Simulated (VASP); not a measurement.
Input of a VASP 6.6.1 run:

INCAR

```
SYSTEM = Si2Mo
PREC = Accurate ; ENCUT = 600
EDIFF = 1E-6 ; ISMEAR = 0
SIGMA = 0.1 ; LREAL = .False.
LASPH = .True. ; NELM = 100
ALGO = Normal ; ISIF = 3
LWAVE = .False. ; LCHARG = .False.
GGA = PE ; IBRION = 2
NSW = 100 ; EDIFFG = -0.002
LUSENCCL = .False.
```

The input KPOINTS:

```
regular mesh
0
Gamma
  18 18 18
  0 0 0
```

POSCAR

```
Si2Mo
1.0
   -1.6021322800      1.6021322800      3.9080959800
    1.6021322800     -1.6021322800      3.9080959800
    1.6021322800      1.6021322800     -3.9080959800
Si Mo
2 1
Direct
    0.6645706300      0.6645706300      0.0000000000
    0.3354293700      0.3354293700      0.0000000000
    0.0000000000      0.0000000000      0.0000000000
```

Potentials or basis: VASP PAW PBE potentials, release 64 (Si, Mo_sv).

The run is started by

```sh
$ cat potpaw_PBE.64/Si/POTCAR potpaw_PBE.64/Mo_sv/POTCAR > POTCAR
$ mpirun -np 1 vasp_std > vasp.out
```

What does it give for the relaxed volume?

13.59 Å³/atom.

What does it give for the relaxed cell?

a = 4.547 Å, b = 4.547 Å, c = 4.547 Å, α = 138.56°, β = 138.56°, γ = 60.05°.

Step by step:
```csv
step,energy change (eV),largest force (eV/Å),pressure (GPa),volume (Å³)
1,0.0000,0.0943,3.50,40.13
2,0.0115,0.0963,-5.22,41.84
3,-0.0075,0.0173,-0.05,40.78
4,-0.0075,0.0189,0.00,40.76
5,-0.0075,0.0048,0.06,40.75
6,-0.0075,0.0057,0.05,40.75
7,-0.0075,0.0069,0.05,40.75
8,-0.0075,0.0079,0.05,40.75
9,-0.0075,0.0005,-0.06,40.77
10,-0.0075,0.0024,-0.05,40.76
11,-0.0075,0.0038,-0.01,40.76
12,-0.0075,0.0035,-0.01,40.76
13,-0.0075,0.0031,-0.01,40.76
14,-0.0075,0.0028,-0.01,40.76
15,-0.0075,0.0026,-0.01,40.76
16,-0.0075,0.0002,-0.01,40.76
```
